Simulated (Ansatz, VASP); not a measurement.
Two plane-wave programs on CaBr

The input INCAR:

```
PREC = Accurate
ENCUT = 520
EDIFF = 1E-6
ISMEAR = -1
SIGMA = 0.05
LREAL = False
LASPH = True
NELM = 100
ALGO = Normal
ISIF = 2
LWAVE = False
LCHARG = False
GGA = B5
ALDAX = 1.0
AGGAX = 1.0
AGGAC = 1.0
ALDAC = 0.0
NBANDS = 16
```

KPOINTS

```
Automatic mesh
0
Gamma
  10 10 8
```

The input POSCAR:

```
CaBr
1.0
    3.9170220000      0.0000000000      0.0000000000
   -1.9585110000      3.3922410000      0.0000000000
    0.0000000000      0.0000000000      4.3410340000
Ca Br
1 1
Direct
    0.0000000000      0.0000000000      0.0000000000
    0.3333333333      0.6666666667      0.5000000000
```

Input for Ansatz:

```yaml
crystal:
  lattice:
    - [3.917022, 0.0, 0.0]
    - [-1.958511, 3.392241, 0.0]
    - [0.0, 0.0, 4.341034]
  atoms:
    - { symbol: Ca, position: [0.0, 0.0, 0.0] }
    - { symbol: Br, position: [0.3333333333333333, 0.6666666666666666, 0.5] }
kpoints:
  mp_grid:
    grid: [10, 10, 8]
    shift: [0.0, 0.0, 0.0]
hamiltonian:
  xc: blyp
scf:
  occupations:
    method: fermi_dirac
    width: 0.05
output:
  stress: true
```

Alike in both runs: task single point; functional BLYP; k mesh 10 × 10 × 8; occupations fermi-dirac, width 0.05 eV; no spin polarisation.

|  | VASP | Ansatz |
| --- | --- | --- |
| version | VASP 6.6.1 | Ansatz 0.2.0 |
| potentials or method | VASP PAW PBE potentials, release 64 (Ca_sv, Br) | plane waves, PAW |
| plane-wave cutoff (eV) | 520 | 420 |
| valence electrons in the cell | 17 | 17 |

Ansatz gave:

| Quantity | Value |
| --- | --- |
| pressure (GPa) | 1.9 |
| traceless stress, the component that is largest in VASP (GPa) | 0.34 |

Question: What did VASP give for the same quantities?

Answer: Pressure (GPa): 1.9; traceless stress, the component that is largest in VASP (GPa): 0.33.

VASP's potentials were made for PBE, not for BLYP.
